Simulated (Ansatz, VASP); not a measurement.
## CO2: VASP beside Ansatz

Contents of INCAR:

```
SYSTEM = CO2
  PREC = Accurate
  ENCUT = 600
  EDIFF = 1E-6
  ISMEAR = 0
  SIGMA = 0.02
  LREAL = .False.
  LASPH = .True.
  NELM = 100
  ALGO = Normal
  ISIF = 3
  LWAVE = .False.
  LCHARG = .False.
  GGA = PE
  IBRION = 2
  NSW = 100
  EDIFFG = -0.01
```

Contents of KPOINTS:

```
regular mesh
0
Gamma
  6 6 6
  0 0 0
```

File POSCAR:

```
CO2
1.0
    4.0701847287      0.0000000000      0.0000000000
   -2.0350923643      3.5248833731      0.0000000000
    0.0000000000      0.0000000000      4.6177685214
C O
3 6
Direct
    0.4652880033      0.0000000000      0.3333333333
    0.0000000000      0.4652880033      0.6666666667
    0.5347119967      0.5347119967      0.0000000000
    0.3930496875      0.2842833439      0.2362855441
    0.7157166561      0.1087663436      0.5696188774
    0.8912336564      0.6069503125      0.9029522108
    0.2842833439      0.3930496875      0.7637144559
    0.1087663436      0.7157166561      0.4303811226
    0.6069503125      0.8912336564      0.0970477892
```

Input for Ansatz:

```yaml
crystal:
  lattice:
    - [4.0701847287, 0.0, 0.0]
    - [-2.0350923643, 3.5248833731, 0.0]
    - [0.0, 0.0, 4.6177685214]
  atoms:
    - { symbol: C, position: [0.4652880033, 0.0, 0.3333333333] }
    - { symbol: C, position: [0.0, 0.4652880033, 0.6666666667] }
    - { symbol: C, position: [0.5347119967, 0.5347119967, 0.0] }
    - { symbol: O, position: [0.3930496875, 0.2842833439, 0.2362855441] }
    - { symbol: O, position: [0.7157166561, 0.1087663436, 0.5696188774] }
    - { symbol: O, position: [0.8912336564, 0.6069503125, 0.9029522108] }
    - { symbol: O, position: [0.2842833439, 0.3930496875, 0.7637144559] }
    - { symbol: O, position: [0.1087663436, 0.7157166561, 0.4303811226] }
    - { symbol: O, position: [0.6069503125, 0.8912336564, 0.0970477892] }
basis:
  ecutwfc: 420
kpoints:
  mp_grid: { grid: [6, 6, 6] }
hamiltonian:
  xc: pbe
scf:
  occupations: { method: gaussian, width: 0.02 }
output:
  forces: true
  stress: true
  eigenvalues: true
relax:
  adjacent_minimum: "off"
  f_tol: 0.01
  max_steps: 80
  cell: { stress_tol: 0.05 }
```

Alike in both runs: task relaxation of cell and atoms; functional PBE; k mesh 6 × 6 × 6; occupations gaussian, width 0.02 eV; no spin polarisation.

|  | VASP | Ansatz |
| --- | --- | --- |
| version | VASP 6.6.1 | Ansatz 0.2.0 |
| potentials or method | VASP PAW PBE potentials, release 64 (C, O), cutoff 600 eV | scalar-relativistic, plane waves, PAW |
| valence electrons in the cell | 48 | 48 |

```csv
,VASP,Ansatz,Ansatz less VASP
"gap on the k mesh at the Fermi level, each at its own relaxed structure (eV)",6.08,6.14,+0.062
relaxed volume (Å³/atom),7.38,7.36,-0.014
relaxed cell length with the largest relative difference (Å),4.623,4.618,-0.0050
```
